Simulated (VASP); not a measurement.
# Zr (Pm-3m) in VASP: further runs, part 2 of 2

VASP 6.6.1.

### 5 Single point, PBEsol (volume scaled by 0.52)

Input file INCAR:

```
PREC = Accurate
ENCUT = 520
EDIFF = 1E-7
ISMEAR = -1
SIGMA = 0.1
LREAL = F
LASPH = T
NELM = 60
ALGO = Normal
ISIF = 2
LWAVE = F
LCHARG = F
GGA = PS
NBANDS = 12
```

Input file KPOINTS:

```
Automatic mesh
0
Gamma
  13 13 13
```

Input file POSCAR:

```
Zr
1.0
    2.3098332940      0.0000000000      0.0000000000
    0.0000000000      2.3098332940      0.0000000000
    0.0000000000      0.0000000000      2.3098332940
Zr
1
Direct
    0.0000000000      0.0000000000      0.0000000000
```

Potentials or basis: VASP PAW PBE potentials, release 64 (Zr_sv).

Run with:

```bash
> cat potpaw_PBE.64/Zr_sv/POTCAR > POTCAR
> mpirun -np 1 vasp_std > vasp.out
```

OUTCAR:

```text
PREC = Accurate
   ENCUT = 520
   EDIFF = 1E-7
   ISMEAR = -1
   LREAL = F
   LASPH = T
   NELM = 60
   ISIF = 2
   GGA = PS

 ion  position               nearest neighbor table
   1  0.000  0.000  0.000-

  LATTYP: Found a simple cubic cell.
 ALAT       =     2.3098332940

  Lattice vectors:

 A1 = (   2.3098332940,   0.0000000000,   0.0000000000)
 A2 = (   0.0000000000,   2.3098332940,   0.0000000000)
 A3 = (   0.0000000000,   0.0000000000,   2.3098332940)

Analysis of symmetry for initial positions (statically):
=====================================================================
 Subroutine PRICEL returns:
 Original cell was already a primitive cell.

 Routine SETGRP: Setting up the symmetry group for a
 simple cubic supercell.

 Subroutine GETGRP returns: Found 48 space group operations
 (whereof 48 operations were pure point group operations)
 out of a pool of 48 trial point group operations.

The static configuration has the point symmetry O_h .

Analysis of symmetry for dynamics (positions and initial velocities):
=====================================================================
[... 159 lines left out ...]
 cond. band min:      17.8777007589   @ k =   0.3077   0.2308   0.1538
 fundamental gap:      0.0690534778
 Fermi energy:        17.8371368594

 k-point     1 :       0.0000    0.0000    0.0000
  band No.  band energies     occupation
      1     -32.2634      2.00000
      2      -6.3110      2.00000
      3      -6.3110      2.00000
      4      -6.3110      2.00000
      5      12.9572      2.00000
      6      13.0238      2.00000
      7      13.0238      2.00000
      8      28.9071      0.00000
      9      28.9071      0.00000
     10      28.9071      0.00000
     11      37.8288      0.00000
     12      37.8288      0.00000
[... 331 lines left out ...]
 k-point    24 :       0.3846    0.3077    0.0000
  band No.  band energies     occupation
      1     -30.2836      2.00000
      2     -11.3724      2.00000
      3     -10.0563      2.00000
      4      -5.1745      2.00000
      5      12.4115      2.00000
      6      16.7230      1.99997
      7      22.8774      0.00000
      8      24.3887      0.00000
      9      24.4294      0.00000
     10      26.2067      0.00000
     11      32.3441      0.00000
     12      37.9503      0.00000

 [... further k-points ...]
[... 5 lines left out ...]
  --------------------------------------------------------------------------------------
  -------------------------------------------------------------------------------------
  Total       13.4768863     13.4768863     13.4768863      0.0000000     -0.0000000     -0.0000000
  in kB     1752.0973618   1752.0973618   1752.0973618      0.0000000     -0.0000000     -0.0000000
  external PRESSURE =    1752.0973618 kB  Pullay stress =       0.0000000 kB

 VOLUME and BASIS-vectors are now :
 -----------------------------------------------------------------------------
  energy-cutoff  :      520.00
  volume of cell :       12.32
      direct lattice vectors                 reciprocal lattice vectors
     2.309833294  0.000000000  0.000000000     0.432931676  0.000000000  0.000000000
     0.000000000  2.309833294  0.000000000     0.000000000  0.432931676  0.000000000
     0.000000000  0.000000000  2.309833294     0.000000000  0.000000000  0.432931676

 POSITION                                       TOTAL-FORCE (eV/Angst)
 -----------------------------------------------------------------------------------
      0.00000      0.00000      0.00000         0.000000      0.000000      0.000000
 -----------------------------------------------------------------------------------
    total drift:                                0.000000      0.000000      0.000000

  FREE ENERGIE OF THE ION-ELECTRON SYSTEM (eV)
  ---------------------------------------------------
  free  energy   TOTEN  =        -4.7327343707 eV

  energy  without entropy=       -4.7087123316  energy(sigma->0) =       -4.72072335
```

stdout:

```text
POSCAR found type information on POSCAR Zr
 POSCAR found :  1 types and       1 ions
 scaLAPACK will be used
 -----------------------------------------------------------------------------
|                                                                             |
|                                                                             |
|     You enforced a specific xc type in the INCAR file but a different       |
|     I HOPE YOU KNOW WHAT YOU ARE DOING!                                     |
|                                                                             |
 -----------------------------------------------------------------------------

 LDA part: xc-table for (Slater+PW92), standard interpolation
 POSCAR, INCAR and KPOINTS ok, starting setup
 FFT: planning ... GRIDC
 FFT: planning ... GRID_SOFT
 FFT: planning ... GRID
 WAVECAR not read
 entering main loop
```

Wall time 11 s (1 thread of Intel Xeon Platinum 8488C (Sapphire Rapids), shared host); peak memory 0.13 GiB.

What came out:

```yaml
Free_energy: -4.7327 eV
Pressure: 175.2 GPa
Band_gap_on_the_k_mesh: zero (band 6 reaches 19.05 eV, above the bottom of band 7 at 12.75 eV)
```

Levels at points of the mesh, in eV from the Fermi level:
```tsv
k point	band 4	band 5	band 6	band 7	band 8	band 9
(0.00, 0.00, 0.00)	-24.15	-4.88	-4.81	-4.81	11.07	11.07
```

Caveat: the PAW data sets were made with another functional, which shifts forces and pressure a little.

### 6 Single point, PBEsol (volume scaled by 0.6)

Input file INCAR:

```
SYSTEM = Zr
PREC = Accurate
ENCUT = 520
EDIFF = 1E-6
ISMEAR = -1
SIGMA = 0.1
LREAL = .False.
LASPH = .True.
NELM = 80
ALGO = Normal
ISIF = 2
LWAVE = .False.
LCHARG = .True.
GGA = PS
LELF = .True.
LVHAR = .True.
NBANDS = 12
```

Input file KPOINTS:

```
Automatic mesh
0
Gamma
  13 13 13
  0 0 0
```

Input file POSCAR:

```
Zr
1.0
    2.4226830782      0.0000000000      0.0000000000
    0.0000000000      2.4226830782      0.0000000000
    0.0000000000      0.0000000000      2.4226830782
Zr
1
Direct
    0.0000000000      0.0000000000      0.0000000000
```

Potentials or basis: VASP PAW PBE potentials, release 64 (Zr_sv).

Run with:

```bash
> cat potpaw_PBE.64/Zr_sv/POTCAR > POTCAR
> mpirun -np 1 vasp_std > vasp.out
```

OUTCAR:

```text
SYSTEM = Zr
   PREC = Accurate
   ENCUT = 520
   EDIFF = 1E-6
   ISMEAR = -1
   LREAL = .False.
   LASPH = .True.
   NELM = 80
   ISIF = 2
   GGA = PS

 ion  position               nearest neighbor table
   1  0.000  0.000  0.000-

  LATTYP: Found a simple cubic cell.
 ALAT       =     2.4226830782

  Lattice vectors:

 A1 = (   2.4226830782,   0.0000000000,   0.0000000000)
 A2 = (   0.0000000000,   2.4226830782,   0.0000000000)
 A3 = (   0.0000000000,   0.0000000000,   2.4226830782)

Analysis of symmetry for initial positions (statically):
=====================================================================
 Subroutine PRICEL returns:
 Original cell was already a primitive cell.

 Routine SETGRP: Setting up the symmetry group for a
 simple cubic supercell.

 Subroutine GETGRP returns: Found 48 space group operations
 (whereof 48 operations were pure point group operations)
 out of a pool of 48 trial point group operations.

The static configuration has the point symmetry O_h .

Analysis of symmetry for dynamics (positions and initial velocities):
=====================================================================
[... 160 lines left out ...]
 fundamental gap:      0.0171267255
 Fermi energy:        15.2750693886

 k-point     1 :       0.0000    0.0000    0.0000
  band No.  band energies     occupation
      1     -33.9564      2.00000
      2      -9.2195      2.00000
      3      -9.2195      2.00000
      4      -9.2195      2.00000
      5      10.0732      2.00000
      6      11.3824      2.00000
      7      11.3824      2.00000
      8      24.9884      0.00000
      9      24.9884      0.00000
     10      24.9884      0.00000
     11      33.5013      0.00000
     12      33.5013      0.00000
[... 331 lines left out ...]
 k-point    24 :       0.3846    0.3077    0.0000
  band No.  band energies     occupation
      1     -32.6144      2.00000
      2     -12.9842      2.00000
      3     -12.0025      2.00000
      4      -8.4242      2.00000
      5      10.8266      2.00000
      6      14.2280      1.99994
      7      19.9702      0.00000
      8      20.5731      0.00000
      9      21.2393      0.00000
     10      22.3690      0.00000
     11      28.7176      0.00000
     12      33.5500      0.00000

 [... further k-points ...]
[... 5 lines left out ...]
  --------------------------------------------------------------------------------------
  -------------------------------------------------------------------------------------
  Total        8.8710616      8.8710616      8.8710616      0.0000000     -0.0000000     -0.0000000
  in kB      999.5312067    999.5312067    999.5312067      0.0000000     -0.0000000     -0.0000000
  external PRESSURE =     999.5312067 kB  Pullay stress =       0.0000000 kB

 VOLUME and BASIS-vectors are now :
 -----------------------------------------------------------------------------
  energy-cutoff  :      520.00
  volume of cell :       14.22
      direct lattice vectors                 reciprocal lattice vectors
     2.422683078  0.000000000  0.000000000     0.412765503  0.000000000  0.000000000
     0.000000000  2.422683078  0.000000000     0.000000000  0.412765503  0.000000000
     0.000000000  0.000000000  2.422683078     0.000000000  0.000000000  0.412765503

 POSITION                                       TOTAL-FORCE (eV/Angst)
 -----------------------------------------------------------------------------------
      0.00000      0.00000      0.00000         0.000000      0.000000      0.000000
 -----------------------------------------------------------------------------------
    total drift:                               -0.000000      0.000000      0.000000

  FREE ENERGIE OF THE ION-ELECTRON SYSTEM (eV)
  ---------------------------------------------------
  free  energy   TOTEN  =        -6.3193543096 eV

  energy  without entropy=       -6.2934815951  energy(sigma->0) =       -6.30641795
```

Wall time 11 s (1 thread of Intel Xeon Platinum 8488C (Sapphire Rapids), shared host); peak memory 0.13 GiB.

Results:

```yaml
Free_energy: -6.3194 eV
Pressure: 100.0 GPa
Band_gap_on_the_k_mesh: zero (band 6 reaches 16.44 eV, above the bottom of band 7 at 11.26 eV)
```

Caveat: the PAW data sets were made with another functional, which shifts forces and pressure a little.

### 7 The runs side by side

```csv
cell,gap on the mesh (eV),pressure (GPa)
"a = 2.201 Å, 1 atom",none,293.7
"a = 2.310 Å, 1 atom",none,175.2
"a = 2.423 Å, 1 atom",none,100.0
```

Alike in all rows: task single point; level PBEsol; potentials or basis VASP PAW PBE potentials, release 64 (Zr_sv); no spin polarisation; k mesh 13 × 13 × 13; cutoff (eV) 520; smearing fermi-dirac 0.1 eV.

Caveats: the PAW data sets were made with another functional, which shifts forces and pressure a little.

Total energies depend on the potentials used, so only differences within one code and one set of settings carry meaning.
